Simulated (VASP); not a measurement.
A run of VASP 6.6.1 is set up as follows.

The input INCAR:

```
SYSTEM = TaBi
PREC = Accurate ; ENCUT = 520
EDIFF = 1E-6 ; ISMEAR = 0
SIGMA = 0.05 ; LREAL = .False.
LASPH = .True. ; NELM = 100
ALGO = Normal ; ISIF = 2
LWAVE = .False. ; LCHARG = .False.
GGA = PS ; NBANDS = 20
```

The input KPOINTS:

```
Automatic mesh
0
Gamma
  10 10 10
  0 0 0
```

The input POSCAR:

```
TaBi
1.0
    0.0000000000      2.8905266282      2.8905266282
    2.8905266282      0.0000000000      2.8905266282
    2.8905266282      2.8905266282      0.0000000000
Ta Bi
1 1
Direct
    0.5000000000      0.5000000000      0.5000000000
    0.0000000000      0.0000000000      0.0000000000
```

Potentials or basis: VASP PAW PBE potentials, release 64 (Ta_pv, Bi_d).

Command:

```sh
$ cat potpaw_PBE.64/Ta_pv/POTCAR potpaw_PBE.64/Bi_d/POTCAR > POTCAR
$ mpirun -np 1 vasp_std > vasp.out
```

**Question.** Estimate the band gap on the k mesh.

**Answer.** Zero (bands 13 and 14 overlap by 1.07 eV).

**Question.** Estimate the pressure.

**Answer.** -2.1 GPa.

Caveat: the PAW data sets were made with another functional, which shifts forces and pressure a little; spin-orbit coupling is left out, which moves the levels of the heavy elements.
